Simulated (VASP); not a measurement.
Input of a VASP 6.6.1 run:

Contents of INCAR:

```
SYSTEM = V2O3
PREC = Accurate ; ENCUT = 600
EDIFF = 1E-6 ; ISMEAR = -1
SIGMA = 5E-4 ; LREAL = .FALSE.
LASPH = .TRUE. ; NELM = 200
ALGO = Normal ; ISIF = 2
LWAVE = .FALSE. ; LCHARG = .FALSE.
ISPIN = 2 ; MAGMOM = 2 -2 -2 2 0 0 0 0 0 0
LORBIT = 11 ; LMAXMIX = 4
LDAU = .TRUE. ; LDAUTYPE = 2
LDAUL = 2 -1 ; LDAUU = 6.5 0
LDAUJ = 0 0 ; LDAUPRINT = 1
GGA = PE ; NBANDS = 59
GGA_COMPAT = .FALSE.
```

KPOINTS

```
Automatic mesh
0
G
  4 4 4
  0 0 0
```

Contents of POSCAR:

```
V2O3
1.0
    2.4760004800      1.4295195400      4.6673300000
   -2.4760004800      1.4295195400      4.6673300000
    0.0000000000     -2.8590390800      4.6673300000
V O
4 6
Direct
    0.8463000000      0.8463000000      0.8463000000
    0.6537000000      0.6537000000      0.6537000000
    0.1537000000      0.1537000000      0.1537000000
    0.3463000000      0.3463000000      0.3463000000
    0.0650000000      0.4350000000      0.7500000000
    0.7500000000      0.0650000000      0.4350000000
    0.4350000000      0.7500000000      0.0650000000
    0.9350000000      0.5650000000      0.2500000000
    0.2500000000      0.9350000000      0.5650000000
    0.5650000000      0.2500000000      0.9350000000
```

Potentials or basis: VASP PAW PBE potentials, release 64 (V_sv, O).

Run with:

```bash
$ cat potpaw_PBE.64/V_sv/POTCAR potpaw_PBE.64/O/POTCAR > POTCAR
$ mpirun -np 1 vasp_std > vasp.out
```

Task: Predict the largest force.

Result: 0.903 eV/Å.

Task: What does it give for the net moment?

Result: 0.00 μB per cell.

Task: What does it give for the site moments?

Result: V +1.90, -1.90 (each value once); O +0.00 μB.

Task: What does it give for the pressure?

Result: 28.1 GPa.

Forces on the atoms (eV/Å):
```
V    0.000  0.000  0.903
V    0.000  0.000 -0.903
V    0.000  0.000 -0.903
V    0.000  0.000  0.903
O   -0.636  0.000  0.000
O    0.318 -0.551  0.000
O    0.318  0.551  0.000
O    0.636  0.000  0.000
O   -0.318  0.551  0.000
O   -0.318 -0.551  0.000
```

Caveat: the cell stands under pressure. The state reached can hang on the start; a lower one may exist.
